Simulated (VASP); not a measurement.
# Li (P6_3/mmc) in VASP: a series of runs

The runs below take Li through single point, with r2SCAN.

Everything below comes from runs of VASP 6.6.1. Logs are shortened: lines on timing, memory, paths and dates and some standing lists are left out, and cuts for length are marked.

## (1) The cell of the first run

It takes space group P6_3/mmc (No. 194, hexagonal). Conventional cell: a = 3.179 Å, b = 3.179 Å, c = 10.361 Å, α = 90.00°, β = 90.00°, γ = 120.00°. Within 4.2 Å of Li (site symmetry -3m) lie 12 Li at 3.17 to 3.18 Å. Within 4.2 Å of Li (site symmetry -6m2) lie 12 Li at 3.17 to 3.18 Å.

This isn't the form of Li at room conditions, which is bcc.

## (2) Single point, r2SCAN (22.68 Å³/atom)

POSCAR reads:

```
Li
1.0
    3.1794349269      0.0000000000      0.0000000000
   -1.5897174635      2.7534714164      0.0000000000
    0.0000000000      0.0000000000     10.3608368210
Li
4
Direct
    1.0000000000      1.0000000000      1.0000000000
    1.0000000000      1.0000000000      0.5000000000
    0.3333333333      0.6666666667      0.2500000000
    0.6666666667      0.3333333333      0.7500000000
```

INCAR.step1 reads:

```
PREC = Accurate
ENCUT = 830
ISMEAR = -1
SIGMA = 0.1
LREAL = F
LASPH = T
NELM = 120
NBANDS = 14
GGA = PE
ALGO = Normal
EDIFF = 1E-5
LWAVE = T
LCHARG = F
GGA_COMPAT = F
```

INCAR.step2 reads:

```
PREC = Accurate
ENCUT = 830
EDIFF = 1E-6
ISMEAR = -1
SIGMA = 0.1
LREAL = F
LASPH = T
NELM = 120
ALGO = Normal
ISIF = 2
LWAVE = F
LCHARG = T
METAGGA = R2SCAN
LMIXTAU = T
LELF = T
LVHAR = T
NBANDS = 14
ISTART = 1
GGA_COMPAT = F
```

KPOINTS reads:

```
Automatic mesh
0
Gamma
  13 13 4
```

Potentials or basis: VASP PAW PBE potentials, release 64 (Li_sv).

The run is started by

```sh
cat potpaw_PBE.64/Li_sv/POTCAR > POTCAR
cp INCAR.step1 INCAR
mpirun -np 1 vasp_std > vasp.out
cp INCAR.step2 INCAR
mpirun -np 1 vasp_std > vasp.out
```

OUTCAR:

```text
PREC = Accurate
   ENCUT = 830
   EDIFF = 1E-6
   ISMEAR = -1
   LREAL = F
   LASPH = T
   NELM = 120
   ISIF = 2
   METAGGA = R2SCAN
   ISTART = 1

 ion  position               nearest neighbor table
   1  0.000  0.000  0.000-
   2  0.000  0.000  0.500-
   3  0.333  0.667  0.250-
   4  0.667  0.333  0.750-

  LATTYP: Found a hexagonal cell.
 ALAT       =     3.1794349269
 C/A-ratio  =     3.2587038449

  Lattice vectors:

 A1 = (   3.1794349269,   0.0000000000,   0.0000000000)
 A2 = (  -1.5897174635,   2.7534714164,   0.0000000000)
 A3 = (   0.0000000000,   0.0000000000,  10.3608368210)

Analysis of symmetry for initial positions (statically):
=====================================================================
 Subroutine PRICEL returns:
 Original cell was already a primitive cell.

 Routine SETGRP: Setting up the symmetry group for a
 hexagonal supercell.

 Subroutine GETGRP returns: Found 24 space group operations
 (whereof 12 operations were pure point group operations)
 out of a pool of 24 trial point group operations.

The static configuration has the point symmetry D_3d.
 The point group associated with its full space group is D_6h.

Analysis of symmetry for dynamics (positions and initial velocities):
=====================================================================
 Subroutine PRICEL returns:
 Original cell was already a primitive cell.

 Routine SETGRP: Setting up the symmetry group for a
 hexagonal supercell.

 Subroutine GETGRP returns: Found 24 space group operations
 (whereof 12 operations were pure point group operations)
 out of a pool of 24 trial point group operations.

The dynamic configuration has the point symmetry D_3d.
 The point group associated with its full space group is D_6h.

 Subroutine INISYM returns: Found 24 space group operations
 (whereof 12 operations are pure point group operations),
 and found     1 'primitive' translations

----------------------------------------------------------------------------------------

                                     Primitive cell

  volume of cell :      90.7038

  direct lattice vectors                    reciprocal lattice vectors
     3.179434927  0.000000000  0.000000000     0.314521298  0.181588956  0.000000000
    -1.589717463  2.753471416  0.000000000     0.000000000  0.363177912  0.000000000
     0.000000000  0.000000000 10.360836821     0.000000000  0.000000000  0.096517300

  length of vectors
     3.179434927  3.179434927 10.360836821     0.363177912  0.363177912  0.096517300

  position of ions in fractional coordinates (direct lattice)
     0.000000000  0.000000000  0.000000000
     0.000000000  0.000000000  0.500000000
     0.333333333  0.666666667  0.250000000
     0.666666667  0.333333333  0.750000000

  ion indices of the primitive-cell ions
   primitive index   ion index
                 1           1
                 2           2
                 3           3
                 4           4

----------------------------------------------------------------------------------------

 KPOINTS: Automatic mesh

Automatic generation of k-mesh.
 Grid dimensions read from file:
 generate k-points for:   13   13    4

 Generating k-lattice:

  Cartesian coordinates                     Fractional coordinates (reciprocal lattice)
     0.024193946  0.013968381  0.000000000     0.076923077  0.000000000  0.000000000
     0.000000000  0.027936762  0.000000000     0.000000000  0.076923077  0.000000000
     0.000000000  0.000000000  0.024129325     0.000000000  0.000000000  0.250000000

  Length of vectors
     0.027936762  0.027936762  0.024129325

  Shift w.r.t. Gamma in fractional coordinates (k-lattice)
     0.000000000  0.000000000  0.000000000

 Subroutine IBZKPT returns following result:
 ===========================================

 Found     63 irreducible k-points:

 Following reciprocal coordinates:
            Coordinates               Weight
  0.000000  0.000000  0.000000      1.000000
  0.076923  0.000000  0.000000      6.000000
  0.153846  0.000000  0.000000      6.000000
  0.230769 -0.000000  0.000000      6.000000
  0.307692  0.000000  0.000000      6.000000
  0.384615 -0.000000  0.000000      6.000000
[... 16 lines left out ...]
  0.076923  0.000000  0.250000     12.000000
  0.153846  0.000000  0.250000     12.000000
 [... further k-points ...]
   k-points           NKPTS =     63   k-points in BZ     NKDIM =     63   number of bands    NBANDS=     14
   number of dos      NEDOS =    301   number of ions     NIONS =      4
   total plane-waves  NPLWV =  88200
   dimension x,y,z NGX =    30 NGY =   30 NGZ =   98
   dimension x,y,z NGXF=    60 NGYF=   60 NGZF=  196
   ions per type =               4
   NGX,Y,Z   is equivalent  to a cutoff of  15.69, 15.69, 15.72 a.u.
   NGXF,Y,Z  is equivalent  to a cutoff of  31.37, 31.37, 31.45 a.u.
 SYSTEM =  unknown system
   PREC   = accura    normal or accurate (medium, high low for compatibility)
   ISTART =      1    job   : 0-new  1-cont  2-samecut
   ICHARG =      0    charge: 1-file 2-atom 10-const
   ISPIN  =      1    spin polarized calculation?
   LNONCOLLINEAR =      F non collinear calculations
   LSORBIT =      F    spin-orbit coupling
   LASPH  =      T    aspherical Exc in radial PAW
   ENCUT  =  830.0 eV  61.00 Ry    7.81 a.u.   7.47  7.47 24.34*2*pi/ulx,y,z
   NELM   =    120;   NELMIN=  2; NELMDL=  0     # of ELM steps
   EDIFF  = 0.1E-05   stopping-criterion for ELM
   LREAL  =      F    real-space projection
   EDIFFG = 0.1E-04   stopping-criterion for IOM
   NSW    =      0    number of steps for IOM
   IBRION =     -1    ionic relax: 0-MD 1-quasi-New 2-CG
   NFREE  =      0    steps in history (QN), initial steepest desc. (CG)
   ISIF   =      2    stress and relaxation
   ISYM   =      2    0-nonsym 1-usesym 2-fastsym
   POTIM  = 0.5000    time-step for ionic-motion
   TEBEG  =    0.0;   TEEND  =   0.0 temperature during run
   PSTRESS=    0.0 pullay stress
   NELECT =      12.0000    total number of electrons
   NUPDOWN=      -1.0000    fix difference up-down
   EMIN   =  10.00;   EMAX   =-10.00  energy-range for DOS
   EFERMI =   0.00;   METHOD = LEGACY
   ISMEAR =    -1;   SIGMA  =   0.10  broadening in eV -4-tet -1-fermi 0-gaus
   EFERMI_NEDOS =   21; number of points for ismear=-14 and -15
   IALGO  =     38    algorithm
   IMIX   =      4    mixing-type and parameters
     AMIX     =   0.40;   BMIX     =  1.00
     AMIX_MAG =   1.60;   BMIX_MAG =  1.00
  volume/ion in A,a.u.               =      22.68       153.02
  Fermi-wavevector in a.u.,A,eV,Ry     =   0.834181  1.576373  9.467715  0.695857
  Thomas-Fermi vector in A             =   1.947529
   LORBIT       =      0    0 simple, 1 ext, 2 COOP (PROOUT), +10 PAW based schemes
   METAGGA = R2SCAN    functional components
   LHFCALC =     F    Hartree Fock is set to
   AEXX    =    0.0000 exact exchange contribution
   IVDW    =     0    specifies the selected vdW correction
   LEPSILON=     F    determine dielectric tensor
   LRPA    =     F    only Hartree local field effects (RPA)
 non-spin polarized calculation
  energy-cutoff  :      830.00
  volume of cell :       90.70
 maximum number of plane-waves:      4975
 NGX is ok and might be reduce to    30
   NGX = 15   NGY = 15   NGZ = 49

 number of electron      12.0000009 magnetization

 Free energy of the ion-electron system (eV)
  ---------------------------------------------------
  ext. energy  EPLUGINS =         0.00000000
  ---------------------------------------------------
  free energy    TOTEN  =        -9.54729235 eV

  energy without entropy =       -9.48001201  energy(sigma->0) =       -9.51365218

 E-fermi :   0.3649     XC(G=0):  -7.1612

 val. band max:        0.3411466986   @ k =   0.2308   0.1538   0.2500
 cond. band min:       0.3762860887   @ k =   0.3846   0.1538   0.0000
 fundamental gap:      0.0351393901
 Fermi energy:         0.3648559420

 k-point     1 :       0.0000    0.0000    0.0000
  band No.  band energies     occupation
      1     -47.9888      2.00000
      2     -47.9833      2.00000
      3     -47.9819      2.00000
      4     -47.9764      2.00000
      5      -3.3359      2.00000
      6      -2.1752      2.00000
      7      -2.1744      2.00000
      8       0.3908      0.87085
      9       3.2090      0.00000
     10       8.4248      0.00000
     11       8.4302      0.00000
     12      13.2148      0.00000
     13      13.2148      0.00000
     14      13.7790      0.00000

 k-point     2 :       0.0769    0.0000    0.0000
  band No.  band energies     occupation
      1     -47.9882      2.00000
      2     -47.9829      2.00000
      3     -47.9814      2.00000
      4     -47.9761      2.00000
      5      -3.2382      2.00000
      6      -2.0755      2.00000
      7      -2.0746      2.00000
      8       0.5151      0.36406
      9       3.2529      0.00000
     10       8.4710      0.00000
     11       8.4827      0.00000
     12      12.0534      0.00000
     13      12.4017      0.00000
     14      13.1842      0.00000

 k-point     3 :       0.1538    0.0000    0.0000
  band No.  band energies     occupation
      1     -47.9864      2.00000
      2     -47.9816      2.00000
      3     -47.9802      2.00000
      4     -47.9753      2.00000
      5      -2.9451      2.00000
      6      -1.7773      2.00000
      7      -1.7763      2.00000
      8       0.8876      0.01068
      9       3.3740      0.00000
     10       8.4965      0.00000
     11       8.5879      0.00000
     12      10.2548      0.00000
     13      11.2072      0.00000
     14      11.3349      0.00000
[... 324 lines left out ...]
 k-point    23 :       0.0769    0.0000    0.2500
  band No.  band energies     occupation
      1     -47.9877      2.00000
      2     -47.9845      2.00000
      3     -47.9798      2.00000
      4     -47.9766      2.00000
      5      -3.1653      2.00000
      6      -2.5824      2.00000
      7      -1.4317      2.00000
      8       0.0968      1.87177
      9       3.8390      0.00000
     10       6.6960      0.00000
     11      10.3925      0.00000
     12      12.1329      0.00000
     13      12.4797      0.00000
     14      12.7247      0.00000

 k-point    24 :       0.1538    0.0000    0.2500
  band No.  band energies     occupation
      1     -47.9860      2.00000
      2     -47.9831      2.00000
      3     -47.9787      2.00000
      4     -47.9758      2.00000
      5      -2.8719      2.00000
      6      -2.2870      2.00000
      7      -1.1279      2.00000
      8       0.4385      0.64742
      9       3.9873      0.00000
     10       6.8410      0.00000
     11       9.8868      0.00000
     12      10.5406      0.00000
     13      11.0273      0.00000
     14      11.4198      0.00000

 [... further k-points ...]
[... 5 lines left out ...]
  --------------------------------------------------------------------------------------
  -------------------------------------------------------------------------------------
  Total       -0.5189655     -0.5189655     -0.4203726      0.0000000      0.0000000      0.0000000
  in kB       -9.1669252     -9.1669252     -7.4253964      0.0000000      0.0000000      0.0000000
  external PRESSURE =      -8.5864156 kB  Pullay stress =       0.0000000 kB

 VOLUME and BASIS-vectors are now :
 -----------------------------------------------------------------------------
  energy-cutoff  :      830.00
  volume of cell :       90.70
      direct lattice vectors                 reciprocal lattice vectors
     3.179434927  0.000000000  0.000000000     0.314521298  0.181588956  0.000000000
    -1.589717463  2.753471416  0.000000000     0.000000000  0.363177912  0.000000000
     0.000000000  0.000000000 10.360836821     0.000000000  0.000000000  0.096517300

 POSITION                                       TOTAL-FORCE (eV/Angst)
 -----------------------------------------------------------------------------------
      0.00000      0.00000      0.00000        -0.000000     -0.000000     -0.000000
      0.00000      0.00000      5.18042        -0.000000     -0.000000     -0.000000
     -0.00000      1.83565      2.59021         0.000000     -0.000000      0.000000
      1.58972      0.91782      7.77063        -0.000000      0.000000      0.000000
 -----------------------------------------------------------------------------------
    total drift:                                0.000000      0.000000      0.000000

  FREE ENERGIE OF THE ION-ELECTRON SYSTEM (eV)
  ---------------------------------------------------
  free  energy   TOTEN  =        -9.5472923492 eV

  energy  without entropy=       -9.4800120118  energy(sigma->0) =       -9.51365218
```

It took 7.3 min on 1 thread of AMD EPYC 9R45 (Zen 5), shared host; peak memory 0.34 GiB.

Results:

```
Free energy            : -9.5473 eV
Pressure               : -0.9 GPa
Band gap on the k mesh : zero (bands 6 and 7 overlap by 4.21 eV)
```

Stress tensor (GPa, compression positive):
```
-0.92  0.00  0.00
 0.00 -0.92  0.00
 0.00  0.00 -0.74
```

Caveat: the PAW data sets were made with another functional, which shifts forces and pressure a little.

(Part 1 of 2 ends here.)
